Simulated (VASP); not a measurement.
# LaAl2N3 (P-3m1) in VASP: a series of runs

LaAl2N3 is run at these levels: PBE; tasks: single point.

All numbers are computed with VASP 6.6.1; they aren't measurements. Logs are shortened: lines on timing, memory, paths and dates and some standing lists are left out, and cuts for length are marked.

### 1 The cell of the first run

Symmetry: P-3m1, No. 164, trigonal system. Conventional cell: a = 3.159 Å, b = 3.159 Å, c = 7.908 Å, α = 90.00°, β = 90.00°, γ = 120.00°. La (site symmetry -3m) has 6 N at 2.50 Å and 6 La at 3.16 Å within 3.3 Å. Within 2.8 Å of Al (site symmetry 3m) lie 6 N at 2.12 to 2.17 Å. Within 2.9 Å of N (site symmetry -3m) lie 6 Al at 2.17 Å and 6 N at 2.89 Å. N (site symmetry 3m) has 3 Al at 2.12 Å and 3 La at 2.50 Å within 2.8 Å.

### 2 Single point, PBE

Contents of INCAR:

```
PREC = Accurate
ENCUT = 520
EDIFF = 1E-6
ISMEAR = 0
SIGMA = 0.1
LREAL = False
LASPH = True
NELM = 100
ALGO = Normal
ISIF = 2
LWAVE = False
LCHARG = False
GGA = PE
NBANDS = 25
```

Contents of KPOINTS:

```
regular mesh
0
Gamma
  6 6 2
```

Contents of POSCAR:

```
LaAl2N3
1.0
    3.1585092885      0.0000000000      0.0000000000
   -1.5792546442      2.7353492819      0.0000000000
    0.0000000000      0.0000000000      7.9081983796
La Al N
1 2 3
Direct
    0.0000000000      0.0000000000      0.0000000000
    0.3333333333      0.6666666667      0.6476640310
    0.6666666667      0.3333333333      0.3523359690
    0.0000000000      0.0000000000      0.5000000000
    0.3333333333      0.6666666667      0.2166480152
    0.6666666667      0.3333333333      0.7833519848
```

Potentials or basis: VASP PAW PBE potentials, release 64 (La, Al, N).

Started as:

```console
> cat potpaw_PBE.64/La/POTCAR potpaw_PBE.64/Al/POTCAR potpaw_PBE.64/N/POTCAR > POTCAR
> mpirun -np 1 vasp_std > vasp.out
```

OUTCAR:

```text
PREC = Accurate
   ENCUT = 520
   EDIFF = 1E-6
   ISMEAR = 0
   LREAL = False
   LASPH = True
   NELM = 100
   ISIF = 2
   GGA = PE

 ion  position               nearest neighbor table
   1  0.000  0.000  0.000-   5 2.50   6 2.50   5 2.50   6 2.50   6 2.50   5 2.50   2 3.33   3 3.33
                             2 3.33   3 3.33   2 3.33   3 3.33
   2  0.333  0.667  0.648-   6 2.12   6 2.12   6 2.12   4 2.17   4 2.17   4 2.17   3 2.96   3 2.96
                             3 2.96   1 3.33   1 3.33   1 3.33
   3  0.667  0.333  0.352-   5 2.12   5 2.12   5 2.12   4 2.17   4 2.17   4 2.17   2 2.96   2 2.96
                             2 2.96   1 3.33   1 3.33   1 3.33
   4  0.000  0.000  0.500-   2 2.17   3 2.17   2 2.17   3 2.17   3 2.17   2 2.17
   5  0.333  0.667  0.217-   3 2.12   3 2.12   3 2.12   1 2.50   1 2.50   1 2.50
   6  0.667  0.333  0.783-   2 2.12   2 2.12   2 2.12   1 2.50   1 2.50   1 2.50

  LATTYP: Found a hexagonal cell.
 ALAT       =     3.1585092885
 C/A-ratio  =     2.5037755654

  Lattice vectors:

 A1 = (   3.1585092885,   0.0000000000,   0.0000000000)
 A2 = (  -1.5792546442,   2.7353492819,   0.0000000000)
 A3 = (   0.0000000000,   0.0000000000,   7.9081983796)

Analysis of symmetry for initial positions (statically):
=====================================================================
 Subroutine PRICEL returns:
 Original cell was already a primitive cell.

 Routine SETGRP: Setting up the symmetry group for a
 hexagonal supercell.

 Subroutine GETGRP returns: Found 12 space group operations
 (whereof 12 operations were pure point group operations)
 out of a pool of 24 trial point group operations.

The static configuration has the point symmetry D_3d.

Analysis of symmetry for dynamics (positions and initial velocities):
=====================================================================
 Subroutine PRICEL returns:
 Original cell was already a primitive cell.

 Routine SETGRP: Setting up the symmetry group for a
 hexagonal supercell.

 Subroutine GETGRP returns: Found 12 space group operations
 (whereof 12 operations were pure point group operations)
 out of a pool of 24 trial point group operations.

The dynamic configuration has the point symmetry D_3d.

 Subroutine INISYM returns: Found 12 space group operations
 (whereof 12 operations are pure point group operations),
 and found     1 'primitive' translations

----------------------------------------------------------------------------------------

                                     Primitive cell

  volume of cell :      68.3239

  direct lattice vectors                    reciprocal lattice vectors
     3.158509288  0.000000000  0.000000000     0.316605053  0.182792012  0.000000000
    -1.579254644  2.735349282  0.000000000     0.000000000  0.365584025  0.000000000
     0.000000000  0.000000000  7.908198380     0.000000000  0.000000000  0.126451051

  length of vectors
     3.158509288  3.158509288  7.908198380     0.365584025  0.365584025  0.126451051

  position of ions in fractional coordinates (direct lattice)
     0.000000000  0.000000000  0.000000000
     0.333333333  0.666666667  0.647664031
     0.666666667  0.333333333  0.352335969
     0.000000000  0.000000000  0.500000000
     0.333333333  0.666666667  0.216648015
     0.666666667  0.333333333  0.783351985

  ion indices of the primitive-cell ions
   primitive index   ion index
                 1           1
                 2           2
                 3           3
                 4           4
                 5           5
                 6           6

----------------------------------------------------------------------------------------

 KPOINTS: regular mesh

Automatic generation of k-mesh.
 Grid dimensions read from file:
 generate k-points for:    6    6    2

 Generating k-lattice:

  Cartesian coordinates                     Fractional coordinates (reciprocal lattice)
     0.052767509  0.030465335  0.000000000     0.166666667 -0.000000000  0.000000000
     0.000000000  0.060930671  0.000000000     0.000000000  0.166666667  0.000000000
     0.000000000  0.000000000  0.063225526     0.000000000  0.000000000  0.500000000

  Length of vectors
     0.060930671  0.060930671  0.063225526

  Shift w.r.t. Gamma in fractional coordinates (k-lattice)
     0.000000000  0.000000000  0.000000000

 Subroutine IBZKPT returns following result:
 ===========================================

 Found     14 irreducible k-points:

 Following reciprocal coordinates:
            Coordinates               Weight
  0.000000  0.000000  0.000000      1.000000
  0.166667 -0.000000  0.000000      6.000000
  0.333333 -0.000000  0.000000      6.000000
  0.500000 -0.000000  0.000000      3.000000
  0.166667  0.166667  0.000000      6.000000
  0.333333  0.166667  0.000000     12.000000
  0.333333  0.333333  0.000000      2.000000
  0.000000  0.000000  0.500000      1.000000
  0.166667 -0.000000  0.500000      6.000000
  0.333333 -0.000000  0.500000      6.000000
  0.500000 -0.000000  0.500000      3.000000
  0.166667  0.166667  0.500000      6.000000
  0.333333  0.166667  0.500000     12.000000
  0.333333  0.333333  0.500000      2.000000
   k-points           NKPTS =     14   k-points in BZ     NKDIM =     14   number of bands    NBANDS=     25
   number of dos      NEDOS =    301   number of ions     NIONS =      6
   total plane-waves  NPLWV =  34560
   dimension x,y,z NGX =    24 NGY =   24 NGZ =   60
   dimension x,y,z NGXF=    48 NGYF=   48 NGZF=  120
   ions per type =               1   2   3
   NGX,Y,Z   is equivalent  to a cutoff of  12.63, 12.63, 12.61 a.u.
   NGXF,Y,Z  is equivalent  to a cutoff of  25.26, 25.26, 25.23 a.u.
 SYSTEM =  unknown system
   PREC   = accura    normal or accurate (medium, high low for compatibility)
   ISTART =      0    job   : 0-new  1-cont  2-samecut
   ICHARG =      2    charge: 1-file 2-atom 10-const
   ISPIN  =      1    spin polarized calculation?
   LNONCOLLINEAR =      F non collinear calculations
   LSORBIT =      F    spin-orbit coupling
   LASPH  =      T    aspherical Exc in radial PAW
   ENCUT  =  520.0 eV  38.22 Ry    6.18 a.u.   5.87  5.87 14.70*2*pi/ulx,y,z
   NELM   =    100;   NELMIN=  2; NELMDL= -5     # of ELM steps
   EDIFF  = 0.1E-05   stopping-criterion for ELM
   LREAL  =      F    real-space projection
   EDIFFG = 0.1E-04   stopping-criterion for IOM
   NSW    =      0    number of steps for IOM
   IBRION =     -1    ionic relax: 0-MD 1-quasi-New 2-CG
   NFREE  =      0    steps in history (QN), initial steepest desc. (CG)
   ISIF   =      2    stress and relaxation
   ISYM   =      2    0-nonsym 1-usesym 2-fastsym
   POTIM  = 0.5000    time-step for ionic-motion
   TEBEG  =    0.0;   TEEND  =   0.0 temperature during run
   PSTRESS=    0.0 pullay stress
   NELECT =      32.0000    total number of electrons
   NUPDOWN=      -1.0000    fix difference up-down
   EMIN   =  10.00;   EMAX   =-10.00  energy-range for DOS
   EFERMI =   0.00;   METHOD = LEGACY
   ISMEAR =     0;   SIGMA  =   0.10  broadening in eV -4-tet -1-fermi 0-gaus
   EFERMI_NEDOS =   21; number of points for ismear=-14 and -15
   IALGO  =     38    algorithm
   IMIX   =      4    mixing-type and parameters
     AMIX     =   0.40;   BMIX     =  1.00
     AMIX_MAG =   1.60;   BMIX_MAG =  1.00
  volume/ion in A,a.u.               =      11.39        76.85
  Fermi-wavevector in a.u.,A,eV,Ry     =   1.271356  2.402515 21.991738  1.616347
  Thomas-Fermi vector in A             =   2.404294
   LORBIT       =      0    0 simple, 1 ext, 2 COOP (PROOUT), +10 PAW based schemes
   GGA     = PE    functional components
   LHFCALC =     F    Hartree Fock is set to
   AEXX    =    0.0000 exact exchange contribution
   IVDW    =     0    specifies the selected vdW correction
   LEPSILON=     F    determine dielectric tensor
   LRPA    =     F    only Hartree local field effects (RPA)
 non-spin polarized calculation
 Gauss-broadening in eV      SIGMA  =   0.10
  energy-cutoff  :      520.00
  volume of cell :       68.32
 maximum number of plane-waves:      1852
 NGX is ok and might be reduce to    24
   NGX = 11   NGY = 11   NGZ = 29

 number of electron      31.9999998 magnetization

 Free energy of the ion-electron system (eV)
  ---------------------------------------------------
  ext. energy  EPLUGINS =         0.00000000
  ---------------------------------------------------
  free energy    TOTEN  =       -42.41413182 eV

  energy without entropy =      -42.40820376  energy(sigma->0) =      -42.41116779

 E-fermi :   9.4064     XC(G=0): -11.6805

 val. band max:        9.3818917759   @ k =   0.1667   0.1667   0.5000
 cond. band min:       9.4241466974   @ k =   0.0000   0.0000   0.0000
 fundamental gap:      0.0422549215
 Fermi energy:         9.4063791332

 k-point     1 :       0.0000    0.0000    0.0000
  band No.  band energies     occupation
      1     -22.5651      2.00000
      2      -8.0305      2.00000
      3      -6.0574      2.00000
      4      -4.2365      2.00000
      5      -4.2365      2.00000
      6      -3.4729      2.00000
[... 17 lines left out ...]
     24      13.5676      0.00000
     25      13.9705      0.00000

 k-point     2 :       0.1667   -0.0000    0.0000
  band No.  band energies     occupation
      1     -22.3665      2.00000
      2      -7.6741      2.00000
      3      -6.0929      2.00000
      4      -5.2917      2.00000
      5      -4.5135      2.00000
      6      -3.0079      2.00000
[... 17 lines left out ...]
     24      14.0199      0.00000
     25      14.1922      0.00000

 k-point     3 :       0.3333   -0.0000    0.0000
  band No.  band energies     occupation
      1     -21.9296      2.00000
      2      -7.8858      2.00000
      3      -6.6732      2.00000
      4      -5.0142      2.00000
      5      -4.6362      2.00000
      6      -3.0299      2.00000
[... 272 lines left out ...]
 k-point    13 :       0.3333    0.1667    0.5000
  band No.  band energies     occupation
      1     -21.6904      2.00000
      2      -8.2871      2.00000
      3      -6.2834      2.00000
      4      -5.8630      2.00000
      5      -3.8682      2.00000
      6      -3.2137      2.00000
[... 17 lines left out ...]
     24      14.1794      0.00000
     25      14.8460      0.00000

 k-point    14 :       0.3333    0.3333    0.5000
  band No.  band energies     occupation
      1     -21.5668      2.00000
      2      -7.6563      2.00000
      3      -7.6563      2.00000
      4      -5.5555      2.00000
      5      -3.5027      2.00000
      6      -2.9596      2.00000
[... 17 lines left out ...]
     24      14.5902      0.00000
     25      14.5902      0.00000

------------------------ aborting loop because EDIFF is reached ----------------------------------------

  FORCE on cell =-STRESS in cart. coord.  units (eV):
  Direction    XX          YY          ZZ          XY          YZ          ZX
  --------------------------------------------------------------------------------------
  -------------------------------------------------------------------------------------
  Total       -0.0466828     -0.0466828     -0.1365619     -0.0000000     -0.0000000     -0.0000000
  in kB       -1.0947003     -1.0947003     -3.2023411     -0.0000000     -0.0000000     -0.0000000
  external PRESSURE =      -1.7972472 kB  Pullay stress =       0.0000000 kB

 VOLUME and BASIS-vectors are now :
 -----------------------------------------------------------------------------
  energy-cutoff  :      520.00
  volume of cell :       68.32
      direct lattice vectors                 reciprocal lattice vectors
     3.158509288  0.000000000  0.000000000     0.316605053  0.182792012  0.000000000
    -1.579254644  2.735349282  0.000000000     0.000000000  0.365584025  0.000000000
     0.000000000  0.000000000  7.908198380     0.000000000  0.000000000  0.126451051

 POSITION                                       TOTAL-FORCE (eV/Angst)
 -----------------------------------------------------------------------------------
      0.00000      0.00000      0.00000        -0.000000      0.000000      0.000000
     -0.00000      1.82357      5.12186        -0.000000      0.000000      0.001513
      1.57925      0.91178      2.78634        -0.000000      0.000000     -0.001513
      0.00000      0.00000      3.95410        -0.000000      0.000000      0.000000
     -0.00000      1.82357      1.71330         0.000000     -0.000000     -0.028557
      1.57925      0.91178      6.19490         0.000000      0.000000      0.028557
 -----------------------------------------------------------------------------------
    total drift:                               -0.000000      0.000000      0.000000

  FREE ENERGIE OF THE ION-ELECTRON SYSTEM (eV)
  ---------------------------------------------------
  free  energy   TOTEN  =       -42.4141318153 eV

  energy  without entropy=      -42.4082037593  energy(sigma->0) =      -42.41116779
```

It took 17 s on 1 thread of Intel Xeon Platinum 8559C (Emerald Rapids), shared host; peak memory 0.19 GiB.

Results:

- Free energy: -42.4141 eV
- Pressure: -0.2 GPa
- Largest force: 0.029 eV/Å
- Band gap on the k mesh: zero (band 16 reaches 9.42 eV, above the bottom of band 17 at 9.19 eV)

Forces in eV/Å, atoms in the order of the input:
```
La   0.000  0.000  0.000
Al   0.000  0.000  0.002
Al   0.000  0.000 -0.002
N    0.000  0.000  0.000
N    0.000  0.000 -0.029
N    0.000  0.000  0.029
```

Stress tensor (GPa, compression positive):
```
-0.11  0.00  0.00
 0.00 -0.11  0.00
 0.00  0.00 -0.32
```

Caveat: the k points lie up to 0.40 Å⁻¹ apart; spin-orbit coupling is left out, which moves the levels of the heavy elements.

### 3 Single point, PBE

This run uses another cell than the first one, of 15.19 Å³/atom, 1.334 times its volume.

Contents of INCAR:

```
PREC = Accurate
ENCUT = 520
EDIFF = 1E-6
ISMEAR = 0
SIGMA = 0.1
LREAL = F
LASPH = T
NELM = 100
ALGO = Normal
ISIF = 2
LWAVE = F
LCHARG = F
GGA = PE
NBANDS = 25
```

Contents of KPOINTS:

```
Automatic mesh
0
Gamma
  6 6 2
```

Contents of POSCAR:

```
LaAl2N3
1.0
    3.5009900000      0.0000000000      0.0000000000
   -1.7504950000      3.0319462800      0.0000000000
    0.0000000000      0.0000000000      8.5877800400
La Al N
1 2 3
Direct
    0.0000000000      0.0000000000      0.0000000000
    0.3333333300      0.6666666700      0.6616931600
    0.6666666700      0.3333333300      0.3383068400
    0.0000000000      0.0000000000      0.5000000000
    0.3333333300      0.6666666700      0.1769821900
    0.6666666700      0.3333333300      0.8230178100
```

Potentials or basis: VASP PAW PBE potentials, release 64 (La, Al, N).

Started as:

```console
> cat potpaw_PBE.64/La/POTCAR potpaw_PBE.64/Al/POTCAR potpaw_PBE.64/N/POTCAR > POTCAR
> mpirun -np 1 vasp_std > vasp.out
```

It took 28 s on 1 thread of Intel Xeon Platinum 8559C (Emerald Rapids), shared host; peak memory 0.23 GiB.

Results (log left out):

| Item | Value |
| --- | --- |
| Free energy | -39.6976 eV |
| Pressure | -22.3 GPa |
| Largest force | 1.653 eV/Å |
| Band gap on the k mesh | 0.67 eV, indirect (least direct gap 0.87 eV) |

Forces in eV/Å, atoms in the order of the input:
```
La   0.000  0.000  0.000
Al   0.000  0.000 -0.238
Al   0.000  0.000  0.238
N    0.000  0.000  0.000
N    0.000  0.000  1.653
N    0.000  0.000 -1.653
```

Stress tensor (GPa, compression positive):
```
-19.88   0.00   0.00
  0.00 -19.88   0.00
  0.00   0.00 -27.04
```

Levels at points of the mesh, in eV from the valence-band top:
| k point | band 14 | band 15 | band 16 | band 17 | band 18 | band 19 |
| --- | --- | --- | --- | --- | --- | --- |
| (0.00, 0.00, 0.00) | -0.33 | -0.20 | -0.20 | 0.67 | 3.30 | 3.36 |
| (0.50, 0.00, 0.00) | -1.33 | -0.30 | -0.06 | 1.26 | 2.28 | 4.00 |
| (0.00, 0.00, 0.50) | -0.50 | -0.24 | -0.24 | 1.58 | 2.93 | 3.37 |
| (0.50, 0.00, 0.50) | -0.99 | -0.86 | -0.66 | 2.10 | 2.25 | 3.96 |

Caveat: spin-orbit coupling is left out, which moves the levels of the heavy elements; forces of over 1 eV/Å act on the atoms, so gaps and moduli don't describe the material at rest.
